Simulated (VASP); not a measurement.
# Cr (Im-3m) in VASP: further runs

Cr is run at these levels: PBE, PBE+D3(BJ); tasks: relaxation of cell and atoms.

Everything below comes from runs of VASP 6.6.1. Logs are shortened: lines on timing, memory, paths and dates and some standing lists are left out, and cuts for length are marked.

**1. The cell of the first run**

It takes space group Im-3m (No. 229, cubic). Conventional cell: a = 2.825 Å, b = 2.825 Å, c = 2.825 Å, α = 90.00°, β = 90.00°, γ = 90.00°. Cr (site symmetry m-3m) has 14 Cr at 2.45 to 2.83 Å within 3.2 Å.

**2. Relaxation of cell and atoms, PBE, collinear spin, ferromagnetic start**

INCAR reads:

```
ALGO     = Normal         # electronic algorithm
EDIFF    = 1E-6           # SCF threshold, eV
EDIFFG   = -0.005         # ionic threshold
ENCUT    = 600            # plane-wave cutoff, eV
GGA      = PE             # functional
IBRION   = 2              # ionic algorithm
ISIF     = 3              # what is computed and relaxed
ISMEAR   = -1             # smearing method
ISPIN    = 2              # spin polarisation
LASPH    = T              # aspherical terms in the spheres
LCHARG   = F              # write CHGCAR
LMAXMIX  = 4              # l up to which the mixer works
LORBIT   = 11             # projections on sites
LREAL    = F              # projectors in reciprocal space
LWAVE    = F              # write WAVECAR
MAGMOM   = 3              # initial moments
NELM     = 150            # most SCF steps
NSW      = 100            # ionic steps
PREC     = Accurate       # precision mode
SIGMA    = 0.05           # smearing width, eV
```

KPOINTS reads:

```
k-points
0
Gamma
  16 16 16
```

POSCAR reads:

```
Cr
1.0
   -1.4125141895      1.4125141895      1.4125141895
    1.4125141895     -1.4125141895      1.4125141895
    1.4125141895      1.4125141895     -1.4125141895
Cr
1
Direct
    0.0000000000      0.0000000000      0.0000000000
```

Potentials or basis: VASP PAW PBE potentials, release 64 (Cr_pv).

The run is started by

```sh
cat potpaw_PBE.64/Cr_pv/POTCAR > POTCAR
mpirun -np 1 vasp_std > vasp.out
```

OUTCAR:

```text
EDIFF = 1E-6
   EDIFFG = -0.005
   ENCUT = 600
   GGA = PE
   IBRION = 2
   ISIF = 3
   ISMEAR = -1
   ISPIN = 2
   LASPH = T
   LORBIT = 11
   LREAL = F
   NELM = 150
   NSW = 100
   PREC = Accurate

 ion  position               nearest neighbor table
   1  0.000  0.000  0.000-

  LATTYP: Found a body centered cubic cell.
 ALAT       =     2.8250283790

  Lattice vectors:

 A1 = (  -1.4125141895,   1.4125141895,   1.4125141895)
 A2 = (   1.4125141895,  -1.4125141895,   1.4125141895)
 A3 = (   1.4125141895,   1.4125141895,  -1.4125141895)

Analysis of symmetry for initial positions (statically):
=====================================================================
 Subroutine PRICEL returns:
 Original cell was already a primitive cell.

 Routine SETGRP: Setting up the symmetry group for a
 body centered cubic supercell.

 Subroutine GETGRP returns: Found 48 space group operations
 (whereof 48 operations were pure point group operations)
 out of a pool of 48 trial point group operations.

The static configuration has the point symmetry O_h .

Analysis of symmetry for dynamics (positions and initial velocities):
=====================================================================
 Subroutine PRICEL returns:
 Original cell was already a primitive cell.

 Routine SETGRP: Setting up the symmetry group for a
 body centered cubic supercell.

 Subroutine GETGRP returns: Found 48 space group operations
 (whereof 48 operations were pure point group operations)
 out of a pool of 48 trial point group operations.

The dynamic configuration has the point symmetry O_h .

Analysis of structural, dynamic, and magnetic symmetry:
=====================================================================
 Subroutine PRICEL returns:
 Original cell was already a primitive cell.

 Routine SETGRP: Setting up the symmetry group for a
 body centered cubic supercell.

 Subroutine GETGRP returns: Found 48 space group operations
 (whereof 48 operations were pure point group operations)
 out of a pool of 48 trial point group operations.

The overall configuration has the point symmetry O_h .

 Subroutine INISYM returns: Found 48 space group operations
 (whereof 48 operations are pure point group operations),
 and found     1 'primitive' translations

----------------------------------------------------------------------------------------

                                     Primitive cell

  volume of cell :      11.2730

  direct lattice vectors                    reciprocal lattice vectors
    -1.412514189  1.412514189  1.412514189     0.000000000  0.353978745  0.353978745
     1.412514189 -1.412514189  1.412514189     0.353978745  0.000000000  0.353978745
     1.412514189  1.412514189 -1.412514189     0.353978745  0.353978745  0.000000000

  length of vectors
     2.446546343  2.446546343  2.446546343     0.500601542  0.500601542  0.500601542

  position of ions in fractional coordinates (direct lattice)
     0.000000000  0.000000000  0.000000000

  ion indices of the primitive-cell ions
   primitive index   ion index
                 1           1

----------------------------------------------------------------------------------------

 KPOINTS: k-points

Automatic generation of k-mesh.
 Grid dimensions read from file:
 generate k-points for:   16   16   16

 Generating k-lattice:

  Cartesian coordinates                     Fractional coordinates (reciprocal lattice)
     0.000000000  0.022123672  0.022123672     0.062500000  0.000000000  0.000000000
     0.022123672  0.000000000  0.022123672     0.000000000  0.062500000  0.000000000
     0.022123672  0.022123672  0.000000000     0.000000000  0.000000000  0.062500000

  Length of vectors
     0.031287596  0.031287596  0.031287596

  Shift w.r.t. Gamma in fractional coordinates (k-lattice)
     0.000000000  0.000000000  0.000000000

 Subroutine IBZKPT returns following result:
 ===========================================

 Found    145 irreducible k-points:

 Following reciprocal coordinates:
            Coordinates               Weight
  0.000000  0.000000  0.000000      1.000000
  0.062500  0.000000  0.000000     12.000000
  0.125000  0.000000  0.000000     12.000000
  0.187500  0.000000  0.000000     12.000000
  0.250000  0.000000  0.000000     12.000000
  0.312500  0.000000  0.000000     12.000000
[... 16 lines left out ...]
  0.187500  0.187500  0.000000     24.000000
  0.250000  0.187500 -0.000000     48.000000
 [... further k-points ...]
   k-points           NKPTS =    145   k-points in BZ     NKDIM =    145   number of bands    NBANDS=     12
   number of dos      NEDOS =    301   number of ions     NIONS =      1
   total plane-waves  NPLWV =   8000
   dimension x,y,z NGX =    20 NGY =   20 NGZ =   20
   dimension x,y,z NGXF=    40 NGYF=   40 NGZF=   40
   ions per type =               1
   NGX,Y,Z   is equivalent  to a cutoff of  13.59, 13.59, 13.59 a.u.
   NGXF,Y,Z  is equivalent  to a cutoff of  27.18, 27.18, 27.18 a.u.
 SYSTEM =  unknown system
   PREC   = accura    normal or accurate (medium, high low for compatibility)
   ISTART =      0    job   : 0-new  1-cont  2-samecut
   ICHARG =      2    charge: 1-file 2-atom 10-const
   ISPIN  =      2    spin polarized calculation?
   LNONCOLLINEAR =      F non collinear calculations
   LSORBIT =      F    spin-orbit coupling
   LASPH  =      T    aspherical Exc in radial PAW
   ENCUT  =  600.0 eV  44.10 Ry    6.64 a.u.   4.89  4.89  4.89*2*pi/ulx,y,z
   NELM   =    150;   NELMIN=  2; NELMDL= -5     # of ELM steps
   EDIFF  = 0.1E-05   stopping-criterion for ELM
   LREAL  =      F    real-space projection
   EDIFFG = -.5E-02   stopping-criterion for IOM
   NSW    =    100    number of steps for IOM
   IBRION =      2    ionic relax: 0-MD 1-quasi-New 2-CG
   NFREE  =      1    steps in history (QN), initial steepest desc. (CG)
   ISIF   =      3    stress and relaxation
   ISYM   =      2    0-nonsym 1-usesym 2-fastsym
   POTIM  = 0.5000    time-step for ionic-motion
   TEBEG  =    0.0;   TEEND  =   0.0 temperature during run
   PSTRESS=    0.0 pullay stress
   NELECT =      12.0000    total number of electrons
   NUPDOWN=      -1.0000    fix difference up-down
   EMIN   =  10.00;   EMAX   =-10.00  energy-range for DOS
   EFERMI =   0.00;   METHOD = LEGACY
   ISMEAR =    -1;   SIGMA  =   0.05  broadening in eV -4-tet -1-fermi 0-gaus
   EFERMI_NEDOS =   21; number of points for ismear=-14 and -15
   IALGO  =     38    algorithm
   IMIX   =      4    mixing-type and parameters
     AMIX     =   0.40;   BMIX     =  1.00
     AMIX_MAG =   1.60;   BMIX_MAG =  1.00
  volume/ion in A,a.u.               =      11.27        76.07
  Fermi-wavevector in a.u.,A,eV,Ry     =   1.671562  3.158794 38.016294  2.794119
  Thomas-Fermi vector in A             =   2.756863
   LORBIT       =     11    0 simple, 1 ext, 2 COOP (PROOUT), +10 PAW based schemes
   GGA     = PE    functional components
   LHFCALC =     F    Hartree Fock is set to
   AEXX    =    0.0000 exact exchange contribution
   IVDW    =     0    specifies the selected vdW correction
   LEPSILON=     F    determine dielectric tensor
   LRPA    =     F    only Hartree local field effects (RPA)
 conjugate gradient relaxation of ions
 spin polarized calculation
  energy-cutoff  :      600.00
  volume of cell :       11.27
 maximum number of plane-waves:       387
   NGX =  9   NGY =  9   NGZ =  9

--------------------------------------- Ionic step        1  -------------------------------------------

 number of electron      12.0000004 magnetization      -0.0045395

 number of electron      12.0000004 magnetization       0.0000461

 Free energy of the ion-electron system (eV)
  ---------------------------------------------------
  ext. energy  EPLUGINS =         0.00000000
  ---------------------------------------------------
  free energy    TOTEN  =        -9.51528381 eV

  energy without entropy =       -9.50964730  energy(sigma->0) =       -9.51246556

------------------------ aborting loop because EDIFF is reached ----------------------------------------

  FORCE on cell =-STRESS in cart. coord.  units (eV):
  Direction    XX          YY          ZZ          XY          YZ          ZX
  --------------------------------------------------------------------------------------
  -------------------------------------------------------------------------------------
  Total        0.4311276      0.4311276      0.4311276      0.0000000      0.0000000      0.0000000
  in kB       61.2742401     61.2742401     61.2742401      0.0000000      0.0000000      0.0000000
  external PRESSURE =      61.2742401 kB  Pullay stress =       0.0000000 kB
[... 129 lines left out ...]
  energy  without entropy=       -9.5145203048  energy(sigma->0) =       -9.51730979

--------------------------------------- Ionic step        5  -------------------------------------------

 number of electron      11.9999996 magnetization      -0.0000000

 Free energy of the ion-electron system (eV)
  ---------------------------------------------------
  ext. energy  EPLUGINS =         0.00000000
  ---------------------------------------------------
  free energy    TOTEN  =        -9.52009897 eV

  energy without entropy =       -9.51451894  energy(sigma->0) =       -9.51730896

 E-fermi :  10.9596     XC(G=0): -13.6854

 val. band max:       10.9564390752   @ k =  -0.2500   0.3125   0.1250
 cond. band min:      10.9607632310   @ k =  -0.1875   0.1875   0.1250
 fundamental gap:      0.0043241558
 Fermi energy:        10.9596019970

 spin component 1

 k-point     1 :       0.0000    0.0000    0.0000
  band No.  band energies     occupation
      1     -31.7318      1.00000
      2     -31.7318      1.00000
      3     -31.7318      1.00000
      4       3.1353      1.00000
      5      10.0804      1.00000
      6      10.0804      1.00000
      7      10.0804      1.00000
      8      12.1386      0.00000
      9      12.1386      0.00000
     10      18.0965      0.00000
     11      33.3163      0.00000
     12      33.3163      0.00000
[... 331 lines left out ...]
 k-point    24 :       0.2500    0.1875   -0.0000
  band No.  band energies     occupation
      1     -32.4507      1.00000
      2     -32.0233      1.00000
      3     -31.8090      1.00000
      4       7.2134      1.00000
      5       8.7674      1.00000
      6       9.3572      1.00000
      7      11.7951      0.00000
      8      12.5723      0.00000
      9      14.2115      0.00000
     10      18.0946      0.00000
     11      24.7441      0.00000
     12      26.3986      0.00000

 [... further k-points ...]

 spin component 2

 k-point     1 :       0.0000    0.0000    0.0000
  band No.  band energies     occupation
      1     -31.7318      1.00000
      2     -31.7318      1.00000
      3     -31.7318      1.00000
      4       3.1353      1.00000
      5      10.0804      1.00000
      6      10.0804      1.00000
      7      10.0804      1.00000
      8      12.1386      0.00000
      9      12.1386      0.00000
     10      18.0965      0.00000
     11      33.3163      0.00000
     12      33.3163      0.00000
[... 373 lines left out ...]
  FREE ENERGIE OF THE ION-ELECTRON SYSTEM (eV)
  ---------------------------------------------------
  free  energy   TOTEN  =        -9.5200989749 eV

  energy  without entropy=       -9.5145189363  energy(sigma->0) =       -9.51730896

 reached required accuracy - stopping structural energy minimisation

 total charge

# of ion       s       p       d       tot
------------------------------------------
    1        0.442   6.408   4.212  11.062

 magnetization (x)

# of ion       s       p       d       tot
------------------------------------------
    1        0.000  -0.000   0.000   0.000
```

It took 44 s on 1 thread of Intel Xeon 6975P-C (Granite Rapids), shared host; peak memory 0.16 GiB.

What came out:

* Free energy: -9.5201 eV
* Relaxed volume: 11.53 Å³/atom
* Relaxed cell: a = 2.465 Å, b = 2.465 Å, c = 2.465 Å, α = 109.47°, β = 109.47°, γ = 109.47°
* Space group after relaxing (to 0.1 Å): Im-3m (No. 229)
* Energy gained by relaxing: 4.8 meV/atom
* Ionic steps: 5
* Pressure after relaxing: 0.0 GPa
* Band gap on the k mesh: zero (filled and empty bands overlap)
* Net moment: 0.00 μB per cell
* Valence electrons inside the program's atomic spheres: Cr 11.06

Step by step:
```csv
step,energy change (eV),largest force (eV/Å),pressure (GPa),volume (Å³)
1,0.0000,0.0000,6.13,11.27
2,0.0091,0.0000,-9.40,11.99
3,-0.0048,0.0000,-0.10,11.53
4,-0.0048,0.0000,0.15,11.53
5,-0.0048,0.0000,-0.03,11.53
```

Final structure:
```cif
data_structure
_symmetry_space_group_name_H-M 'P 1'
_symmetry_Int_Tables_number 1
_cell_length_a 2.4650
_cell_length_b 2.4650
_cell_length_c 2.4650
_cell_angle_alpha 109.471
_cell_angle_beta 109.471
_cell_angle_gamma 109.471
_cell_volume 11.53
loop_
_atom_site_label
_atom_site_type_symbol
_atom_site_fract_x
_atom_site_fract_y
_atom_site_fract_z
_atom_site_occupancy
Cr1 Cr 0.00000 0.00000 0.00000 1
```

**3. Relaxation of cell and atoms, PBE, collinear spin, ferromagnetic start**

INCAR reads:

```
SYSTEM = Cr
PREC = Accurate
ENCUT = 600
EDIFF = 1E-6
ISMEAR = -1
SIGMA = 0.05
LREAL = .False.
LASPH = .True.
NELM = 150
ALGO = Normal
ISIF = 3
LWAVE = .False.
LCHARG = .False.
ISPIN = 2
MAGMOM = 3
LORBIT = 11
LMAXMIX = 4
GGA = PE
IBRION = 2
NSW = 100
EDIFFG = -0.005
```

KPOINTS reads:

```
regular mesh
0
Gamma
  16 16 16
  0 0 0
```

POSCAR is that of step 2.

Potentials or basis: VASP PAW PBE potentials, release 64 (Cr_pv).

The run is started by

```sh
cat potpaw_PBE.64/Cr_pv/POTCAR > POTCAR
mpirun -np 1 vasp_std > vasp.out
```

It took 43 s on 1 thread of Intel Xeon 6975P-C (Granite Rapids), shared host; peak memory 0.16 GiB.

Results (log left out):

* Free energy: -9.5201 eV
* Relaxed volume: 11.53 Å³/atom
* Relaxed cell: a = 2.465 Å, b = 2.465 Å, c = 2.465 Å, α = 109.47°, β = 109.47°, γ = 109.47°
* Space group after relaxing (to 0.1 Å): Im-3m (No. 229)
* Energy gained by relaxing: 4.8 meV/atom
* Ionic steps: 5
* Pressure after relaxing: 0.0 GPa
* Band gap on the k mesh: zero (filled and empty bands overlap)
* Net moment: 0.00 μB per cell
* Valence electrons inside the program's atomic spheres: Cr 11.06

The path:
| step | energy change (eV) | largest force (eV/Å) | pressure (GPa) | volume (Å³) |
| --- | --- | --- | --- | --- |
| 1 | 0.0000 | 0.0000 | 6.13 | 11.27 |
| 2 | 0.0091 | 0.0000 | -9.40 | 11.99 |
| 3 | -0.0048 | 0.0000 | -0.10 | 11.53 |
| 4 | -0.0048 | 0.0000 | 0.15 | 11.53 |
| 5 | -0.0048 | 0.0000 | -0.03 | 11.53 |

Final structure:
```
Cr
1.0
    -1.42314    1.42314    1.42314
     1.42314   -1.42314    1.42314
     1.42314    1.42314   -1.42314
Cr
1
Cartesian
  0.0000 0.0000 0.0000
```

Levels at points of the mesh, in eV from the Fermi level:
Spin up:
```
           k point  band 2  band 3  band 4  band 5  band 6  band 7  band 8  band 9  band 10  band 11
(0.00, 0.00, 0.00)  -42.69  -42.69   -7.82   -0.88   -0.88   -0.88    1.18    1.18     7.14    22.36
(0.50, 0.00, 0.00)  -42.98  -42.70   -4.40   -2.43    1.16    1.18    1.52    2.87     7.13     9.98
(0.50, 0.50, 0.50)  -43.32  -43.32   -4.29   -4.29    2.48    2.48    2.48    7.13    10.67    10.67
```
Spin down:
| k point | band 3 | band 4 | band 5 | band 6 | band 7 | band 8 | band 9 | band 10 |
| --- | --- | --- | --- | --- | --- | --- | --- | --- |
| (0.00, 0.00, 0.00) | -42.69 | -7.82 | -0.88 | -0.88 | -0.88 | 1.18 | 1.18 | 7.14 |
| (0.50, 0.00, 0.00) | -42.70 | -4.40 | -2.43 | 1.16 | 1.18 | 1.52 | 2.87 | 7.13 |
| (0.50, 0.50, 0.50) | -43.32 | -4.29 | -4.29 | 2.48 | 2.48 | 2.48 | 7.13 | 10.67 |

PBE usually gives volumes a little too large and moduli too small. Zero-point motion and thermal expansion aren't in these numbers.

**4. Relaxation of cell and atoms, PBE+D3(BJ), collinear spin, ferromagnetic start**

INCAR reads:

```
PREC     = Accurate       # precision mode
ENCUT    = 600            # plane-wave cutoff, eV
EDIFF    = 1E-6           # SCF threshold, eV
ISMEAR   = -1             # smearing method
SIGMA    = 0.05           # smearing width, eV
LREAL    = False          # projectors in reciprocal space
LASPH    = True           # aspherical terms in the spheres
NELM     = 150            # most SCF steps
ALGO     = Normal         # electronic algorithm
ISIF     = 3              # what is computed and relaxed
LWAVE    = False          # write WAVECAR
LCHARG   = False          # write CHGCAR
ISPIN    = 2              # spin polarisation
MAGMOM   = 3              # initial moments
LORBIT   = 11             # projections on sites
LMAXMIX  = 4              # l up to which the mixer works
GGA      = PE             # functional
IVDW     = 12             # dispersion correction
IBRION   = 2              # ionic algorithm
NSW      = 100            # ionic steps
EDIFFG   = -0.005         # ionic threshold
```

KPOINTS reads:

```
Automatic mesh
0
Gamma
  16 16 16
  0.5 0.5 0.5
```

POSCAR is that of step 3.

The run is started by

```sh
cat potpaw_PBE.64/Cr_pv/POTCAR > POTCAR
mpirun -np 1 vasp_std > vasp.out
```

Run time: 50 s. Hardware: 1 thread of Intel Xeon 6975P-C (Granite Rapids), shared host; peak memory 0.17 GiB.

It converged, with:

- Free energy: -10.0178 eV
- Relaxed volume: 11.22 Å³/atom
- Relaxed cell: a = 2.443 Å, b = 2.443 Å, c = 2.443 Å, α = 109.47°, β = 109.47°, γ = 109.47°
- Space group after relaxing (to 0.1 Å): Im-3m (No. 229)
- Energy gained by relaxing: 0.2 meV/atom
- Ionic steps: 5
- Pressure after relaxing: 0.0 GPa
- Band gap on the k mesh: zero (filled and empty bands overlap)
- Net moment: 0.00 μB per cell
- Valence electrons inside the program's atomic spheres: Cr 11.12
- Dispersion energy per atom: -0.510 eV

Step by step:
```tsv
step	energy change (eV)	largest force (eV/Å)	pressure (GPa)	volume (Å³)
1	0.0000	0.0000	-1.25	11.27
2	0.0004	0.0000	2.28	11.13
3	-0.0002	0.0000	0.11	11.22
4	-0.0002	0.0000	-0.20	11.23
5	-0.0002	0.0000	0.04	11.22
```

Final structure:
```
CELL_PARAMETERS angstrom
-1.41041 1.41041 1.41041
1.41041 -1.41041 1.41041
1.41041 1.41041 -1.41041
ATOMIC_POSITIONS crystal
Cr 0.00000 0.00000 0.00000
```

Levels at points of the mesh, in eV from the Fermi level:
Spin up:
```tsv
k point	band 3	band 4	band 5	band 6	band 7	band 8	band 9	band 10
(0.03, 0.03, 0.03)	-42.73	-7.73	-1.07	-1.07	-0.77	1.09	1.09	7.08
```
Spin down:
```tsv
k point	band 2	band 3	band 4	band 5	band 6	band 7	band 8	band 9	band 10	band 11
(0.03, 0.03, 0.03)	-42.73	-42.73	-7.73	-1.07	-1.07	-0.77	1.09	1.09	7.08	22.14
```

(Part 1 of 2 ends here.)
